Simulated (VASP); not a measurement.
# Rh (Fd-3m) in VASP: further runs

The runs below take Rh through single point, with BLYP.

Program: VASP 6.6.1. These are calculated values, not measurements. Logs are shortened: lines on timing, memory, paths and dates and some standing lists are left out, and cuts for length are marked.

## Step 1: The cell of the first run

It takes space group Fd-3m (No. 227, cubic). The conventional cell has a = 5.616 Å, b = 5.616 Å, c = 5.616 Å, α = 90.00°, β = 90.00°, γ = 90.00°. Rh (site symmetry -43m) has 4 Rh at 2.43 Å within 3.2 Å.

This isn't the form of Rh at room conditions, which is fcc.

## Step 2: Single point, BLYP

The input, INCAR:

```
  PREC = Accurate
  ENCUT = 520
  EDIFF = 1E-7
  ISMEAR = -1
  SIGMA = 0.1
  LREAL = F
  LASPH = T
  NELM = 100
  ALGO = Normal
  ISIF = 2
  LWAVE = F
  LCHARG = F
  GGA = B5
  ALDAX = 1.0
  AGGAX = 1.0
  AGGAC = 1.0
  ALDAC = 0.0
  NBANDS = 22
```

The input, KPOINTS:

```
Automatic mesh
0
Gamma
  10 10 10
```

The input, POSCAR:

```
Rh
1.0
    0.0000000000      2.8078605047      2.8078605047
    2.8078605047      0.0000000000      2.8078605047
    2.8078605047      2.8078605047      0.0000000000
Rh
2
Direct
    0.1250000000      0.1250000000      0.1250000000
    0.8750000000      0.8750000000      0.8750000000
```

Potentials or basis: VASP PAW PBE potentials, release 64 (Rh_pv).

Started as:

```bash
cat potpaw_PBE.64/Rh_pv/POTCAR > POTCAR
mpirun -np 1 vasp_std > vasp.out
```

OUTCAR:

```text
PREC = Accurate
   ENCUT = 520
   EDIFF = 1E-7
   ISMEAR = -1
   LREAL = F
   LASPH = T
   NELM = 100
   ISIF = 2
   GGA = B5

 ion  position               nearest neighbor table
   1  0.125  0.125  0.125-   2 2.43   2 2.43   2 2.43   2 2.43
   2  0.875  0.875  0.875-   1 2.43   1 2.43   1 2.43   1 2.43

  LATTYP: Found a face centered cubic cell.
 ALAT       =     5.6157210094

  Lattice vectors:

 A1 = (   0.0000000000,   2.8078605047,   2.8078605047)
 A2 = (   2.8078605047,   0.0000000000,   2.8078605047)
 A3 = (   2.8078605047,   2.8078605047,   0.0000000000)

Analysis of symmetry for initial positions (statically):
=====================================================================
 Subroutine PRICEL returns:
 Original cell was already a primitive cell.

 Routine SETGRP: Setting up the symmetry group for a
 face centered cubic supercell.

 Subroutine GETGRP returns: Found 48 space group operations
 (whereof 12 operations were pure point group operations)
 out of a pool of 48 trial point group operations.

The static configuration has the point symmetry D_3d.
 The point group associated with its full space group is O_h .

Analysis of symmetry for dynamics (positions and initial velocities):
=====================================================================
 Subroutine PRICEL returns:
 Original cell was already a primitive cell.

 Routine SETGRP: Setting up the symmetry group for a
 face centered cubic supercell.

 Subroutine GETGRP returns: Found 48 space group operations
 (whereof 12 operations were pure point group operations)
 out of a pool of 48 trial point group operations.

The dynamic configuration has the point symmetry D_3d.
 The point group associated with its full space group is O_h .

 Subroutine INISYM returns: Found 48 space group operations
 (whereof 12 operations are pure point group operations),
 and found     1 'primitive' translations

----------------------------------------------------------------------------------------

                                     Primitive cell

  volume of cell :      44.2748

  direct lattice vectors                    reciprocal lattice vectors
     0.000000000  2.807860505  2.807860505    -0.178071524  0.178071524  0.178071524
     2.807860505  0.000000000  2.807860505     0.178071524 -0.178071524  0.178071524
     2.807860505  2.807860505  0.000000000     0.178071524  0.178071524 -0.178071524

  length of vectors
     3.970914407  3.970914407  3.970914407     0.308428927  0.308428927  0.308428927

  position of ions in fractional coordinates (direct lattice)
     0.125000000  0.125000000  0.125000000
     0.875000000  0.875000000  0.875000000

  ion indices of the primitive-cell ions
   primitive index   ion index
                 1           1
                 2           2

----------------------------------------------------------------------------------------

 KPOINTS: Automatic mesh

Automatic generation of k-mesh.
 Grid dimensions read from file:
 generate k-points for:   10   10   10

 Generating k-lattice:

  Cartesian coordinates                     Fractional coordinates (reciprocal lattice)
    -0.017807152  0.017807152  0.017807152     0.100000000  0.000000000  0.000000000
     0.017807152 -0.017807152  0.017807152     0.000000000  0.100000000  0.000000000
     0.017807152  0.017807152 -0.017807152     0.000000000  0.000000000  0.100000000

  Length of vectors
     0.030842893  0.030842893  0.030842893

  Shift w.r.t. Gamma in fractional coordinates (k-lattice)
     0.000000000  0.000000000  0.000000000

 Subroutine IBZKPT returns following result:
 ===========================================

 Found     47 irreducible k-points:

 Following reciprocal coordinates:
            Coordinates               Weight
  0.000000  0.000000  0.000000      1.000000
  0.100000  0.000000  0.000000      8.000000
  0.200000  0.000000  0.000000      8.000000
  0.300000  0.000000  0.000000      8.000000
  0.400000  0.000000  0.000000      8.000000
  0.500000  0.000000  0.000000      4.000000
[... 16 lines left out ...]
  0.300000  0.300000  0.000000      6.000000
  0.400000  0.300000  0.000000     24.000000
 [... further k-points ...]
   k-points           NKPTS =     47   k-points in BZ     NKDIM =     47   number of bands    NBANDS=     22
   number of dos      NEDOS =    301   number of ions     NIONS =      2
   total plane-waves  NPLWV =  27000
   dimension x,y,z NGX =    30 NGY =   30 NGZ =   30
   dimension x,y,z NGXF=    60 NGYF=   60 NGZF=   60
   ions per type =               2
   NGX,Y,Z   is equivalent  to a cutoff of  12.56, 12.56, 12.56 a.u.
   NGXF,Y,Z  is equivalent  to a cutoff of  25.12, 25.12, 25.12 a.u.
 SYSTEM =  unknown system
   PREC   = accura    normal or accurate (medium, high low for compatibility)
   ISTART =      0    job   : 0-new  1-cont  2-samecut
   ICHARG =      2    charge: 1-file 2-atom 10-const
   ISPIN  =      1    spin polarized calculation?
   LNONCOLLINEAR =      F non collinear calculations
   LSORBIT =      F    spin-orbit coupling
   LASPH  =      T    aspherical Exc in radial PAW
   ENCUT  =  520.0 eV  38.22 Ry    6.18 a.u.   7.38  7.38  7.38*2*pi/ulx,y,z
   NELM   =    100;   NELMIN=  2; NELMDL= -5     # of ELM steps
   EDIFF  = 0.1E-06   stopping-criterion for ELM
   LREAL  =      F    real-space projection
   EDIFFG = 0.1E-05   stopping-criterion for IOM
   NSW    =      0    number of steps for IOM
   IBRION =     -1    ionic relax: 0-MD 1-quasi-New 2-CG
   NFREE  =      0    steps in history (QN), initial steepest desc. (CG)
   ISIF   =      2    stress and relaxation
   ISYM   =      2    0-nonsym 1-usesym 2-fastsym
   POTIM  = 0.5000    time-step for ionic-motion
   TEBEG  =    0.0;   TEEND  =   0.0 temperature during run
   PSTRESS=    0.0 pullay stress
   NELECT =      30.0000    total number of electrons
   NUPDOWN=      -1.0000    fix difference up-down
   EMIN   =  10.00;   EMAX   =-10.00  energy-range for DOS
   EFERMI =   0.00;   METHOD = LEGACY
   ISMEAR =    -1;   SIGMA  =   0.10  broadening in eV -4-tet -1-fermi 0-gaus
   EFERMI_NEDOS =   21; number of points for ismear=-14 and -15
   IALGO  =     38    algorithm
   IMIX   =      4    mixing-type and parameters
     AMIX     =   0.40;   BMIX     =  1.00
     AMIX_MAG =   1.60;   BMIX_MAG =  1.00
  volume/ion in A,a.u.               =      22.14       149.39
  Fermi-wavevector in a.u.,A,eV,Ry     =   1.437903  2.717243 28.130947  2.067566
  Thomas-Fermi vector in A             =   2.556930
   LORBIT       =      0    0 simple, 1 ext, 2 COOP (PROOUT), +10 PAW based schemes
   GGA     = B5    functional components
   LHFCALC =     F    Hartree Fock is set to
   AEXX    =    0.0000 exact exchange contribution
   IVDW    =     0    specifies the selected vdW correction
   LEPSILON=     F    determine dielectric tensor
   LRPA    =     F    only Hartree local field effects (RPA)
 non-spin polarized calculation
  energy-cutoff  :      520.00
  volume of cell :       44.27
 maximum number of plane-waves:      1243
 NGX is ok and might be reduce to    30
   NGX = 15   NGY = 15   NGZ = 15

 number of electron      29.9999996 magnetization

 Free energy of the ion-electron system (eV)
  ---------------------------------------------------
  ext. energy  EPLUGINS =         0.00000000
  ---------------------------------------------------
  free energy    TOTEN  =       -10.94998827 eV

  energy without entropy =      -10.82927928  energy(sigma->0) =      -10.88963378

 E-fermi :   6.1712     XC(G=0): -10.2007

 val. band max:        6.1603182080   @ k =   0.4000   0.4000   0.0000
 cond. band min:       6.1949696930   @ k =   0.5000   0.0000   0.0000
 fundamental gap:      0.0346514851
 Fermi energy:         6.1712182154

 k-point     1 :       0.0000    0.0000    0.0000
  band No.  band energies     occupation
      1     -40.5649      2.00000
      2     -40.5649      2.00000
      3     -40.5649      2.00000
      4     -40.0430      2.00000
      5     -40.0430      2.00000
      6     -40.0430      2.00000
[... 14 lines left out ...]
     21      18.7600      0.00000
     22      19.0940      0.00000

 k-point     2 :       0.1000    0.0000    0.0000
  band No.  band energies     occupation
      1     -40.5704      2.00000
      2     -40.5704      2.00000
      3     -40.5631      2.00000
      4     -40.0455      2.00000
      5     -40.0374      2.00000
      6     -40.0374      2.00000
[... 14 lines left out ...]
     21      18.2501      0.00000
     22      19.5427      0.00000

 k-point     3 :       0.2000    0.0000    0.0000
  band No.  band energies     occupation
      1     -40.5844      2.00000
      2     -40.5844      2.00000
      3     -40.5582      2.00000
      4     -40.0519      2.00000
      5     -40.0231      2.00000
      6     -40.0231      2.00000
[... 14 lines left out ...]
     21      17.5968      0.00000
     22      19.9876      0.00000

 k-point     4 :       0.3000    0.0000    0.0000
  band No.  band energies     occupation
      1     -40.6007      2.00000
      2     -40.6007      2.00000
      3     -40.5523      2.00000
      4     -40.0598      2.00000
      5     -40.0063      2.00000
      6     -40.0063      2.00000
[... 14 lines left out ...]
     21      17.1332      0.00000
     22      19.7214      0.00000

 k-point     5 :       0.4000    0.0000    0.0000
  band No.  band energies     occupation
      1     -40.6133      2.00000
      2     -40.6133      2.00000
      3     -40.5475      2.00000
      4     -40.0661      2.00000
      5     -39.9934      2.00000
      6     -39.9934      2.00000
[... 417 lines left out ...]
 k-point    22 :      -0.2000    0.2000    0.0000
  band No.  band energies     occupation
      1     -40.6379      2.00000
      2     -40.6016      2.00000
      3     -40.5119      2.00000
      4     -40.0996      2.00000
      5     -40.0054      2.00000
      6     -39.9703      2.00000
[... 14 lines left out ...]
     21      17.3015      0.00000
     22      20.1565      0.00000

 k-point    23 :       0.3000    0.3000    0.0000
  band No.  band energies     occupation
      1     -40.6385      2.00000
      2     -40.6385      2.00000
      3     -40.4601      2.00000
      4     -40.1542      2.00000
      5     -39.9679      2.00000
      6     -39.9679      2.00000
[... 14 lines left out ...]
     21      16.3102      0.00000
     22      17.0085      0.00000

 k-point    24 :       0.4000    0.3000    0.0000
  band No.  band energies     occupation
      1     -40.6544      2.00000
      2     -40.6503      2.00000
      3     -40.4280      2.00000
      4     -40.1871      2.00000
      5     -39.9557      2.00000
      6     -39.9522      2.00000
[... 14 lines left out ...]
     21      16.4628      0.00000
     22      17.4620      0.00000

 [... further k-points ...]

------------------------ aborting loop because EDIFF is reached ----------------------------------------

  FORCE on cell =-STRESS in cart. coord.  units (eV):
  Direction    XX          YY          ZZ          XY          YZ          ZX
  --------------------------------------------------------------------------------------
  -------------------------------------------------------------------------------------
  Total        0.1122772      0.1122772      0.1122772      0.0000000      0.0000000     -0.0000000
  in kB        4.0629893      4.0629893      4.0629893      0.0000000      0.0000000     -0.0000000
  external PRESSURE =       4.0629893 kB  Pullay stress =       0.0000000 kB

 VOLUME and BASIS-vectors are now :
 -----------------------------------------------------------------------------
  energy-cutoff  :      520.00
  volume of cell :       44.27
      direct lattice vectors                 reciprocal lattice vectors
     0.000000000  2.807860505  2.807860505    -0.178071524  0.178071524  0.178071524
     2.807860505  0.000000000  2.807860505     0.178071524 -0.178071524  0.178071524
     2.807860505  2.807860505  0.000000000     0.178071524  0.178071524 -0.178071524

 POSITION                                       TOTAL-FORCE (eV/Angst)
 -----------------------------------------------------------------------------------
      0.70197      0.70197      0.70197         0.000000     -0.000000     -0.000000
      4.91376      4.91376      4.91376        -0.000000      0.000000      0.000000
 -----------------------------------------------------------------------------------
    total drift:                               -0.000000      0.000000      0.000000

  FREE ENERGIE OF THE ION-ELECTRON SYSTEM (eV)
  ---------------------------------------------------
  free  energy   TOTEN  =       -10.9499882748 eV

  energy  without entropy=      -10.8292792782  energy(sigma->0) =      -10.88963378
```

Run time: 1.8 min. Hardware: 1 thread of Intel Xeon 8259CL, shared host; peak memory 0.19 GiB.

What came out:

```yaml
Free_energy: -10.9500 eV
Pressure: 0.4 GPa
Band_gap_on_the_k_mesh: zero (bands 15 and 16 overlap by 1.07 eV)
```

Levels at points of the mesh, in eV from the Fermi level:
```tsv
k point	band 13	band 14	band 15	band 16	band 17	band 18
(0.00, 0.00, 0.00)	-1.33	-1.33	-1.33	0.30	0.30	12.49
(0.50, 0.00, 0.00)	-0.86	-0.86	-0.36	0.02	0.02	1.71
(0.50, 0.50, 0.00)	-1.94	-1.94	0.25	0.25	2.26	2.26
```

Caveat: the PAW data sets were made with another functional, which shifts forces and pressure a little.

## Step 3: Single point, BLYP (19.48 Å³/atom)

This run uses another cell than the first one, of 19.48 Å³/atom.

The input, INCAR:

```
SYSTEM = Rh
PREC     = Accurate       ! precision mode
ENCUT    = 520            ! plane-wave cutoff, eV
EDIFF    = 1E-6           ! SCF threshold, eV
ISMEAR   = -1             ! smearing method
SIGMA    = 0.1            ! smearing width, eV
LREAL    = .FALSE.        ! projectors in reciprocal space
LASPH    = .TRUE.         ! aspherical terms in the spheres
NELM     = 100            ! most SCF steps
ALGO     = Normal         ! electronic algorithm
ISIF     = 2              ! what is computed and relaxed
LWAVE    = .FALSE.        ! write WAVECAR
LCHARG   = .TRUE.         ! write CHGCAR
GGA      = B5             ! functional
ALDAX    = 1.0          
AGGAX    = 1.0          
AGGAC    = 1.0          
ALDAC    = 0.0          
LELF     = .TRUE.         ! ELF
LVHAR    = .TRUE.       
NBANDS   = 22             ! bands
```

The input, KPOINTS:

```
regular mesh
0
G
  11 11 11
  0 0 0
```

The input, POSCAR:

```
Rh
1.0
    0.0000000000      2.6907277156      2.6907277156
    2.6907277156      0.0000000000      2.6907277156
    2.6907277156      2.6907277156      0.0000000000
Rh
2
Direct
    0.1250000000      0.1250000000      0.1250000000
    0.8750000000      0.8750000000      0.8750000000
```

Potentials or basis: VASP PAW PBE potentials, release 64 (Rh_pv).

Started as:

```bash
cat potpaw_PBE.64/Rh_pv/POTCAR > POTCAR
mpirun -np 1 vasp_std > vasp.out
```

It took 84 s on 1 thread of Intel Xeon 8259CL, shared host; peak memory 0.18 GiB.

It converged, with:

```yaml
Free_energy: -10.6503 eV
Pressure: 19.8 GPa
Band_gap_on_the_k_mesh: zero (bands 15 and 16 overlap by 1.25 eV)
```

Levels at points of the mesh, in eV from the Fermi level:
```csv
k point,band 12,band 13,band 14,band 15,band 16,band 17,band 18,band 19
"(0.00, 0.00, 0.00)",-4.21,-1.58,-1.58,-1.58,0.43,0.43,13.08,13.27
```

Caveat: the cell stands under pressure; the PAW data sets were made with another functional, which shifts forces and pressure a little.

[end of part 1 of 2]
